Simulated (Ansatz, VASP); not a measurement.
HfO2 in VASP and in Ansatz

```
CELL_PARAMETERS angstrom
5.16162 0.00000 -0.00503
0.00000 5.21249 0.00000
-0.89291 0.00000 5.27760
ATOMIC_POSITIONS crystal
Hf 0.27575 0.45711 0.70837
Hf 0.72425 0.95711 0.79163
Hf 0.72425 0.54289 0.29163
Hf 0.27575 0.04289 0.20837
O 0.44917 0.74279 0.97666
O 0.55083 0.24279 0.52334
O 0.55083 0.25721 0.02334
O 0.44917 0.75721 0.47666
O 0.06716 0.32867 0.34841
O 0.93284 0.82867 0.15159
O 0.93284 0.67133 0.65159
O 0.06716 0.17133 0.84841
```

Alike in both runs: functional PBE; k mesh 6 × 6 × 6; no spin polarisation.

Ansatz relaxed the structure, and its values are those at the end. VASP's run is a single point on that final structure, the one shown.

|  | VASP | Ansatz |
| --- | --- | --- |
| version | VASP 6.6.1 | Ansatz 0.2.0 |
| potentials or method | VASP PAW PBE potentials, release 64 (Hf_pv, O), cutoff 520 eV | plane-wave PAW DFT |
| occupations | gaussian, width 0.01 eV | fixed |
| valence electrons in the cell | 88 | 152 |

```csv
,VASP,Ansatz,Ansatz less VASP
pressure (GPa),-3.1,0.0,+3.12
rms of the force components (eV/Å),0.035,0.000,-0.0349
```

VASP's potentials hold 88 valence electrons a cell and Ansatz's 152, so a difference there can come from the potentials and not from the codes.

Neither program's run includes spin-orbit coupling.
